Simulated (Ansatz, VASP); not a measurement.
# One calculation of HfO2, two programs

```
Hf O
1.0
     5.08032    0.00000    0.00000
     0.00000    5.16487    0.00000
     0.00000    0.00000    4.89088
Hf O
4 8
Direct
  0.22259 0.78180 0.27207
  0.72259 0.71820 0.72793
  0.77741 0.21820 0.27207
  0.27741 0.28180 0.72793
  0.18682 0.16365 0.10453
  0.68682 0.33635 0.89547
  0.81318 0.83635 0.10453
  0.31318 0.66365 0.89547
  0.00000 0.50000 0.48905
  0.50000 0.00000 0.51095
  0.00000 0.00000 0.57562
  0.50000 0.50000 0.42438
```

Alike in both runs: functional revPBE; k mesh 5 × 5 × 6; occupations fermi-dirac, width 0.05 eV; no spin polarisation.

```csv
,VASP,Ansatz
version,VASP 6.6.1,Ansatz 0.2.0
potentials or method,"VASP PAW PBE potentials, release 64 (Hf_pv, O)",Ansatz PAW
plane-wave cutoff (eV),520,420
valence electrons in the cell,88,152
task,single point,band structure
```

```csv
,VASP,Ansatz,Ansatz less VASP
gap on the k mesh at the Fermi level (eV),3.88,3.91,+0.034
least direct gap on the mesh (eV),3.88,3.91,+0.034
pressure (GPa),10.3,13.8,+3.52
"traceless stress, the component that is largest in VASP (GPa)",-0.46,-0.65,-0.190
rms of the force components (eV/Å),0.057,0.096,+0.0395
```

VASP's potentials were made for PBE, not for revPBE. Atom by atom the forces differ by 0.043 eV/Å (rms over components). VASP's potentials hold 88 valence electrons a cell and Ansatz's 152, so a difference there can come from the potentials and not from the codes.

Neither program's run includes spin-orbit coupling.
